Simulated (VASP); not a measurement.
# SiC2 (P6/mmm) in VASP: notebook

Runs on SiC2. Level: PBE-based screened hybrid. Tasks: single point.

Everything below comes from runs of VASP 6.6.1. Logs are shortened: lines on timing, memory, paths and dates and some standing lists are left out, and cuts for length are marked.

## Step 1: The cell of the first run

It takes space group P6/mmm (No. 191, hexagonal). Conventional cell: a = 2.465 Å, b = 2.465 Å, c = 7.127 Å, α = 90.00°, β = 90.00°, γ = 120.00°. Si (site symmetry 6/mmm) has 6 Si at 2.46 Å within 3.3 Å. C (site symmetry -6m2) has 3 C at 1.42 Å within 1.9 Å.

## Step 2: Single point, PBE-based screened hybrid

The input, POSCAR:

```
SiC2
1.0
    2.4649100000      0.0000000000      0.0000000000
   -1.2324500000      2.1346700000      0.0000000000
    0.0000000000      0.0000000000      7.1274500000
Si C
1 2
Direct
    0.0000000000      0.0000000000      0.0000000000
    0.3333300000      0.6666700000      0.5000000000
    0.6666700000      0.3333300000      0.5000000000
```

The input, INCAR.step1:

```
PREC     = Accurate       # precision mode
ENCUT    = 520            # plane-wave cutoff, eV
EDIFF    = 1E-5           # SCF threshold, eV
ISMEAR   = -1             # smearing method
SIGMA    = 0.05           # smearing width, eV
LREAL    = False          # projectors in reciprocal space
LASPH    = True           # aspherical terms in the spheres
NELM     = 60             # most SCF steps
ALGO     = Normal         # electronic algorithm
ISIF     = 2              # what is computed and relaxed
LWAVE    = True           # write WAVECAR
NBANDS   = 13             # bands
GGA      = PE             # functional
```

The input, INCAR.step2:

```
PREC     = Accurate       # precision mode
ENCUT    = 520            # plane-wave cutoff, eV
EDIFF    = 1E-6           # SCF threshold, eV
ISMEAR   = -1             # smearing method
SIGMA    = 0.05           # smearing width, eV
LREAL    = False          # projectors in reciprocal space
LASPH    = True           # aspherical terms in the spheres
NELM     = 60             # most SCF steps
ALGO     = Normal         # electronic algorithm
ISIF     = 2              # what is computed and relaxed
LWAVE    = False          # write WAVECAR
LCHARG   = True           # write CHGCAR
GGA      = PE             # functional
LHFCALC  = True           # exact exchange
AEXX     = 0.2            # exact-exchange fraction
HFSCREEN = 0.2            # screening, 1/A
PRECFOCK = Normal       
LELF     = True           # ELF
LVHAR    = True         
NBANDS   = 13             # bands
ISTART   = 1
```

The input, KPOINTS:

```
regular mesh
0
Gamma
  6 6 2
```

Potentials or basis: VASP PAW PBE potentials, release 64 (Si, C).

Run with:

```console
$ cat potpaw_PBE.64/Si/POTCAR potpaw_PBE.64/C/POTCAR > POTCAR
$ cp INCAR.step1 INCAR
$ mpirun -np 1 vasp_std > vasp.out
$ cp INCAR.step2 INCAR
$ mpirun -np 1 vasp_std > vasp.out
```

OUTCAR:

```text
PREC = Accurate
   ENCUT = 520
   EDIFF = 1E-6
   ISMEAR = -1
   LREAL = False
   LASPH = True
   NELM = 60
   ISIF = 2
   GGA = PE
   LHFCALC = True
   AEXX = 0.2
   HFSCREEN = 0.2
   PRECFOCK = Normal
   ISTART = 1

 ion  position               nearest neighbor table
   1  0.000  0.000  0.000-
   2  0.333  0.667  0.500-   3 1.42   3 1.42   3 1.42
   3  0.667  0.333  0.500-   2 1.42   2 1.42   2 1.42

  LATTYP: Found a hexagonal cell.
 ALAT       =     2.4649100000
 C/A-ratio  =     2.8915660207

  Lattice vectors:

 A1 = (   2.4649100000,   0.0000000000,   0.0000000000)
 A2 = (  -1.2324500000,   2.1346700000,   0.0000000000)
 A3 = (   0.0000000000,   0.0000000000,   7.1274500000)

Analysis of symmetry for initial positions (statically):
=====================================================================
 Subroutine PRICEL returns:
 Original cell was already a primitive cell.

 Routine SETGRP: Setting up the symmetry group for a
 hexagonal supercell.

 Subroutine GETGRP returns: Found  8 space group operations
 (whereof  8 operations were pure point group operations)
 out of a pool of 24 trial point group operations.

The static configuration has the point symmetry D_2h.

Analysis of symmetry for dynamics (positions and initial velocities):
=====================================================================
 Subroutine PRICEL returns:
 Original cell was already a primitive cell.

 Routine SETGRP: Setting up the symmetry group for a
 hexagonal supercell.

 Subroutine GETGRP returns: Found  8 space group operations
 (whereof  8 operations were pure point group operations)
 out of a pool of 24 trial point group operations.

The dynamic configuration has the point symmetry D_2h.

 Subroutine INISYM returns: Found  8 space group operations
 (whereof  8 operations are pure point group operations),
 and found     1 'primitive' translations

----------------------------------------------------------------------------------------

                                     Primitive cell

  volume of cell :      37.5030

  direct lattice vectors                    reciprocal lattice vectors
     2.464910000  0.000000000  0.000000000     0.405694326  0.234227291  0.000000000
    -1.232450000  2.134670000  0.000000000     0.000000000  0.468456483  0.000000000
     0.000000000  0.000000000  7.127450000     0.000000000  0.000000000  0.140302633

  length of vectors
     2.464910000  2.464903449  7.127450000     0.468455238  0.468456483  0.140302633

  position of ions in fractional coordinates (direct lattice)
     0.000000000  0.000000000  0.000000000
     0.333330000  0.666670000  0.500000000
     0.666670000  0.333330000  0.500000000

  ion indices of the primitive-cell ions
   primitive index   ion index
                 1           1
                 2           2
                 3           3

----------------------------------------------------------------------------------------

 KPOINTS: regular mesh

Automatic generation of k-mesh.
 Grid dimensions read from file:
 generate k-points for:    6    6    2

 Generating k-lattice:

  Cartesian coordinates                     Fractional coordinates (reciprocal lattice)
     0.067615721  0.039037882  0.000000000     0.166666667 -0.000000000  0.000000000
     0.000000000  0.078076080  0.000000000     0.000000000  0.166666667  0.000000000
     0.000000000  0.000000000  0.070151316     0.000000000  0.000000000  0.500000000

  Length of vectors
     0.078075873  0.078076080  0.070151316

  Shift w.r.t. Gamma in fractional coordinates (k-lattice)
     0.000000000  0.000000000  0.000000000

 Subroutine IBZKPT returns following result:
 ===========================================

 Found     26 irreducible k-points:

 Following reciprocal coordinates:
            Coordinates               Weight
  0.000000  0.000000  0.000000      1.000000
  0.166667 -0.000000  0.000000      4.000000
 -0.166667  0.166667  0.000000      2.000000
  0.333333 -0.000000  0.000000      4.000000
 -0.333333  0.333333  0.000000      2.000000
  0.500000 -0.000000  0.000000      2.000000
[... 16 lines left out ...]
  0.333333  0.166667  0.500000      4.000000
 -0.166667  0.500000  0.500000      4.000000
 [... further k-points ...]
   k-points           NKPTS =     26   k-points in BZ     NKDIM =     72   number of bands    NBANDS=     13
   number of dos      NEDOS =    301   number of ions     NIONS =      3
   total plane-waves  NPLWV =  17496
   dimension x,y,z NGX =    18 NGY =   18 NGZ =   54
   dimension x,y,z NGXF=    36 NGYF=   36 NGZF=  108
   ions per type =               1   2
   NGX,Y,Z   is equivalent  to a cutoff of  12.14, 12.14, 12.60 a.u.
   NGXF,Y,Z  is equivalent  to a cutoff of  24.28, 24.28, 25.19 a.u.
 SYSTEM =  unknown system
   PREC   = accura    normal or accurate (medium, high low for compatibility)
   ISTART =      1    job   : 0-new  1-cont  2-samecut
   ICHARG =      0    charge: 1-file 2-atom 10-const
   ISPIN  =      1    spin polarized calculation?
   LNONCOLLINEAR =      F non collinear calculations
   LSORBIT =      F    spin-orbit coupling
   LASPH  =      T    aspherical Exc in radial PAW
   ENCUT  =  520.0 eV  38.22 Ry    6.18 a.u.   4.58  4.58 13.25*2*pi/ulx,y,z
   NELM   =     60;   NELMIN=  2; NELMDL=  0     # of ELM steps
   EDIFF  = 0.1E-05   stopping-criterion for ELM
   LREAL  =      F    real-space projection
   EDIFFG = 0.1E-04   stopping-criterion for IOM
   NSW    =      0    number of steps for IOM
   IBRION =     -1    ionic relax: 0-MD 1-quasi-New 2-CG
   NFREE  =      0    steps in history (QN), initial steepest desc. (CG)
   ISIF   =      2    stress and relaxation
   ISYM   =      3    0-nonsym 1-usesym 2-fastsym
   POTIM  = 0.5000    time-step for ionic-motion
   TEBEG  =    0.0;   TEEND  =   0.0 temperature during run
   PSTRESS=    0.0 pullay stress
   NELECT =      12.0000    total number of electrons
   NUPDOWN=      -1.0000    fix difference up-down
   EMIN   =  10.00;   EMAX   =-10.00  energy-range for DOS
   EFERMI =   0.00;   METHOD = LEGACY
   ISMEAR =    -1;   SIGMA  =   0.05  broadening in eV -4-tet -1-fermi 0-gaus
   EFERMI_NEDOS =   21; number of points for ismear=-14 and -15
   IALGO  =     38    algorithm
   IMIX   =      1    mixing-type and parameters
     AMIX     =   0.40;   BMIX     =  1.00
     AMIX_MAG =   1.60;   BMIX_MAG =  1.00
  volume/ion in A,a.u.               =      12.50        84.36
  Fermi-wavevector in a.u.,A,eV,Ry     =   1.119730  2.115983 17.058915  1.253795
  Thomas-Fermi vector in A             =   2.256371
   LORBIT       =      0    0 simple, 1 ext, 2 COOP (PROOUT), +10 PAW based schemes
   GGA     = PE    functional components
   LHFCALC =     T    Hartree Fock is set to
   PRECFOCK=normal    Normal, Fast or Accurate (Low or Medium for compatibility)
   ENCUT4O =  -1.0   cutoff for four orbital integrals eV
   NKREDX  =     1    reduce k-point grid by
   NKREDY  =     1    reduce k-point grid by
   NKREDZ  =     1    reduce k-point grid by
   AEXX    =    0.2000 exact exchange contribution
   HFSCREEN=    0.2000 screening length (either q_TF or 0.3 A-1)
   HFSCREENC=   0.2000 screening length for correlation (either q_TF or 0.3 A-1)
   ENCUTFOCK=  -1.0 apply spherical cutoff to Coloumb kernel
   IVDW    =     0    specifies the selected vdW correction
   LEPSILON=     F    determine dielectric tensor
   LRPA    =     F    only Hartree local field effects (RPA)
 non-spin polarized calculation
  energy-cutoff  :      520.00
  volume of cell :       37.50
 maximum number of plane-waves:      1022
  NGX = 14; NGY = 14; NGZ = 40

 number of electron      11.9999997 magnetization

 Free energy of the ion-electron system (eV)
  ---------------------------------------------------
  ext. energy  EPLUGINS =         0.00000000
  ---------------------------------------------------
  free energy    TOTEN  =       -25.68405371 eV

  energy without entropy =      -25.67228225  energy(sigma->0) =      -25.67816798

 E-fermi :   5.1999     XC(G=0):  -8.5531

 val. band max:        5.1548511485   @ k =   0.3333   0.3333   0.0000
 cond. band min:       5.2245906234   @ k =  -0.3333   0.3333   0.0000
 fundamental gap:      0.0697394749
 Fermi energy:         5.1998814902

 k-point     1 :       0.0000    0.0000    0.0000
  band No.  band energies     occupation
      1     -16.3760      2.00000
      2      -8.6474      2.00000
      3      -3.6885      2.00000
      4       1.3658      2.00000
      5       1.3665      2.00000
      6       1.5010      2.00000
      7       8.7227      0.00000
      8      14.2627      0.00000
      9      14.2637      0.00000
     10      17.5027      0.00000
     11      17.9702      0.00000
     12      18.7462      0.00000
     13      19.8328      0.00000

 k-point     2 :       0.1667   -0.0000    0.0000
  band No.  band energies     occupation
      1     -15.6732      2.00000
      2      -7.6901      2.00000
      3      -2.8144      2.00000
      4      -1.0802      2.00000
      5       0.1682      2.00000
      6       2.4435      2.00000
      7       9.5331      0.00000
      8      14.0955      0.00000
      9      14.3208      0.00000
     10      15.6610      0.00000
     11      16.9385      0.00000
     12      17.9000      0.00000
     13      18.1993      0.00000

 k-point     3 :      -0.1667    0.1667    0.0000
  band No.  band energies     occupation
      1     -15.6732      2.00000
      2      -7.6901      2.00000
      3      -2.8144      2.00000
      4      -1.0798      2.00000
      5       0.1678      2.00000
      6       2.4435      2.00000
      7       9.5331      0.00000
      8      14.0953      0.00000
      9      14.3207      0.00000
     10      15.6611      0.00000
     11      16.9391      0.00000
     12      17.8999      0.00000
     13      18.1993      0.00000
[... 305 lines left out ...]
 k-point    23 :       0.3333    0.1667    0.5000
  band No.  band energies     occupation
      1     -11.6158      2.00000
      2      -7.6265      2.00000
      3      -3.9731      2.00000
      4      -2.0896      2.00000
      5       2.1707      2.00000
      6       3.5889      2.00000
      7       7.4381      0.00000
      8       8.1529      0.00000
      9       9.0634      0.00000
     10      13.1173      0.00000
     11      15.9248      0.00000
     12      16.5849      0.00000
     13      18.6736      0.00000

 k-point    24 :      -0.1667    0.5000    0.5000
  band No.  band energies     occupation
      1     -11.6158      2.00000
      2      -7.6264      2.00000
      3      -3.9732      2.00000
      4      -2.0896      2.00000
      5       2.1705      2.00000
      6       3.5890      2.00000
      7       7.4382      0.00000
      8       8.1532      0.00000
      9       9.0633      0.00000
     10      13.1173      0.00000
     11      15.9246      0.00000
     12      16.5848      0.00000
     13      18.6735      0.00000

 [... further k-points ...]
[... 5 lines left out ...]
  --------------------------------------------------------------------------------------
  -------------------------------------------------------------------------------------
  Total       -0.3234342     -0.3269675      0.6350326     -0.0030619      0.0000000      0.0000000
  in kB      -13.8175352    -13.9684812     27.1294284     -0.1308090      0.0000000      0.0000000
  external PRESSURE =      -0.2188626 kB  Pullay stress =       0.0000000 kB

 VOLUME and BASIS-vectors are now :
 -----------------------------------------------------------------------------
  energy-cutoff  :      520.00
  volume of cell :       37.50
      direct lattice vectors                 reciprocal lattice vectors
     2.464910000  0.000000000  0.000000000     0.405694326  0.234227291  0.000000000
    -1.232450000  2.134670000  0.000000000     0.000000000  0.468456483  0.000000000
     0.000000000  0.000000000  7.127450000     0.000000000  0.000000000  0.140302633

 POSITION                                       TOTAL-FORCE (eV/Angst)
 -----------------------------------------------------------------------------------
      0.00000      0.00000      0.00000         0.000000      0.000000      0.000000
     -0.00001      1.42312      3.56372        -0.002088      0.001206      0.000000
      1.23247      0.71155      3.56372         0.002088     -0.001206      0.000000
 -----------------------------------------------------------------------------------
    total drift:                                0.000000      0.000017     -0.000004

  FREE ENERGIE OF THE ION-ELECTRON SYSTEM (eV)
  ---------------------------------------------------
  free  energy   TOTEN  =       -25.6840537130 eV

  energy  without entropy=      -25.6722822460  energy(sigma->0) =      -25.67816798
```

Wall time 4.5 min (1 thread of Intel Xeon 6975P-C (Granite Rapids), shared host); peak memory 0.25 GiB.

Results:

```yaml
Free_energy: -25.6841 eV
Pressure: 0.0 GPa
Band_gap_on_the_k_mesh: zero (band 6 reaches 5.22 eV, above the bottom of band 7 at 5.15 eV)
```

Forces on the atoms (eV/Å):
```
Si   0.000  0.000  0.000
C   -0.002  0.001  0.000
C    0.002 -0.001  0.000
```

Caveat: the k points lie up to 0.49 Å⁻¹ apart; the PAW data sets were made with another functional, which shifts forces and pressure a little.

## Step 3: Single point, PBE-based screened hybrid

POSCAR is that of step 2.

The input, INCAR.step1:

```
SYSTEM = SiC2
PREC     = Accurate       ! precision mode
ENCUT    = 520            ! plane-wave cutoff, eV
EDIFF    = 1E-5           ! SCF threshold, eV
ISMEAR   = -1             ! smearing method
SIGMA    = 0.05           ! smearing width, eV
LREAL    = .False.        ! projectors in reciprocal space
LASPH    = .True.         ! aspherical terms in the spheres
NELM     = 100            ! most SCF steps
ALGO     = Normal         ! electronic algorithm
ISIF     = 2              ! what is computed and relaxed
LWAVE    = .True.         ! write WAVECAR
LCHARG   = .False.        ! write CHGCAR
NBANDS   = 13             ! bands
GGA      = PE             ! functional
```

The input, INCAR.step2:

```
SYSTEM = SiC2
PREC     = Accurate       ! precision mode
ENCUT    = 520            ! plane-wave cutoff, eV
EDIFF    = 1E-7           ! SCF threshold, eV
ISMEAR   = -1             ! smearing method
SIGMA    = 0.05           ! smearing width, eV
LREAL    = .False.        ! projectors in reciprocal space
LASPH    = .True.         ! aspherical terms in the spheres
NELM     = 100            ! most SCF steps
ALGO     = Normal         ! electronic algorithm
ISIF     = 2              ! what is computed and relaxed
LWAVE    = .False.        ! write WAVECAR
LCHARG   = .False.        ! write CHGCAR
GGA      = PE             ! functional
LHFCALC  = .True.         ! exact exchange
AEXX     = 0.25           ! exact-exchange fraction
HFSCREEN = 0.2            ! screening, 1/A
PRECFOCK = Normal       
NBANDS   = 13             ! bands
ISTART   = 1
```

The input, KPOINTS:

```
Automatic mesh
0
Gamma
  6 6 2
  0 0 0
```

Potentials or basis: VASP PAW PBE potentials, release 64 (Si, C).

Run with:

```console
$ cat potpaw_PBE.64/Si/POTCAR potpaw_PBE.64/C/POTCAR > POTCAR
$ cp INCAR.step1 INCAR
$ mpirun -np 1 vasp_std > vasp.out
$ cp INCAR.step2 INCAR
$ mpirun -np 1 vasp_std > vasp.out
```

Run time: 8.9 min. Hardware: 1 thread of Intel Xeon 6975P-C (Granite Rapids), shared host; peak memory 0.25 GiB.

The run converged. Its results:

| Quantity | Value |
| --- | --- |
| Free energy | -26.3785 eV |
| Pressure | -0.8 GPa |
| Largest force | 0.007 eV/Å |
| Band gap on the k mesh | zero (band 6 reaches 5.21 eV, above the bottom of band 7 at 5.14 eV) |

Forces on the atoms (eV/Å):
```
Si   0.000  0.000  0.000
C   -0.006  0.004  0.000
C    0.006 -0.004  0.000
```

Stress tensor (GPa, compression positive):
```
-2.44 -0.03  0.00
-0.03 -2.47  0.00
 0.00  0.00  2.63
```

Levels at points of the mesh, in eV from the Fermi level:
```
           k point  band 2  band 3  band 4  band 5  band 6  band 7  band 8  band 9  band 10  band 11
(0.00, 0.00, 0.00)  -14.18   -9.15   -4.04   -4.04   -3.83    3.59    9.24    9.25    12.46    13.10
(0.50, 0.00, 0.00)  -15.14   -7.70   -6.01   -4.84   -2.95    1.51    4.29    5.77     8.15     9.91
(0.50, 0.50, 0.00)  -15.14   -7.70   -6.01   -4.84   -2.95    1.51    4.30    5.77     8.15     9.91
(0.00, 0.00, 0.50)  -14.22   -8.85   -4.52   -4.04   -4.04    5.69    8.48    9.25     9.25    13.10
(0.50, 0.00, 0.50)  -15.14   -7.70   -6.06   -4.87   -2.83    2.09    3.42    5.29     8.16     9.91
(0.50, 0.50, 0.50)  -15.14   -7.70   -6.06   -4.87   -2.83    2.09    3.42    5.29     8.16     9.91
```

Caveat: the k points lie up to 0.49 Å⁻¹ apart; the PAW data sets were made with another functional, which shifts forces and pressure a little.
